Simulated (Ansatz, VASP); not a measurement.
## One calculation of BeTe, two programs

Contents of INCAR:

```
SYSTEM = BeTe
ALGO = Normal ; EDIFF = 1E-6
ENCUT = 600 ; GGA = PE
GGA_COMPAT = .FALSE. ; ISIF = 2
ISMEAR = 0 ; LASPH = .TRUE.
LCHARG = .FALSE. ; LREAL = .FALSE.
LWAVE = .FALSE. ; NBANDS = 11
NELM = 120 ; PREC = Accurate
SIGMA = 0.1
```

File KPOINTS:

```
k-points
0
G
  4 4 4
  0 0 0
```

The input POSCAR:

```
BeTe
1.0
    0.0000000000      2.8314587876      2.8314587876
    2.8314587876      0.0000000000      2.8314587876
    2.8314587876      2.8314587876      0.0000000000
Be Te
1 1
Direct
    0.0000000000      0.0000000000      0.0000000000
    0.7500000000      0.7500000000      0.7500000000
```

Input for Ansatz:

```yaml
crystal:
  lattice:
    - [0.0, 2.8314587876, 2.8314587876]
    - [2.8314587876, 0.0, 2.8314587876]
    - [2.8314587876, 2.8314587876, 0.0]
  atoms:
    - { symbol: Be, position: [0.0, 0.0, 0.0] }
    - { symbol: Te, position: [0.75, 0.75, 0.75] }
basis:
  ecutwfc: 420
kpoints:
  mp_grid: { grid: [4, 4, 4] }
hamiltonian:
  xc: pbe
scf:
  occupations: { method: gaussian, width: 0.1 }
output:
  forces: true
  stress: true
  eigenvalues: true
```

Alike in both runs: task single point; functional PBE; k mesh 4 × 4 × 4; occupations gaussian, width 0.1 eV; no spin polarisation.

|  | VASP | Ansatz |
| --- | --- | --- |
| version | VASP 6.6.1 | Ansatz 0.2.0 |
| potentials or method | VASP PAW PBE potentials, release 64 (Be, Te), cutoff 600 eV | scalar-relativistic, plane waves, PAW |
| valence electrons in the cell | 8 | 18 |

|  | VASP | Ansatz | Ansatz less VASP |
| --- | --- | --- | --- |
| gap on the k mesh at the Fermi level (eV) | 2.00 | 2.02 | +0.014 |
| least direct gap on the mesh (eV) | 3.61 | 3.63 | +0.018 |
| pressure (GPa) | 0.6 | 0.5 | -0.14 |

The functional is the same, so the differences come from potentials, cutoffs and numerics. VASP's potentials hold 8 valence electrons a cell and Ansatz's 18, so a difference there can come from the potentials and not from the codes.

The k mesh is coarse, so the values compare programs but aren't converged. Neither program's run includes spin-orbit coupling.
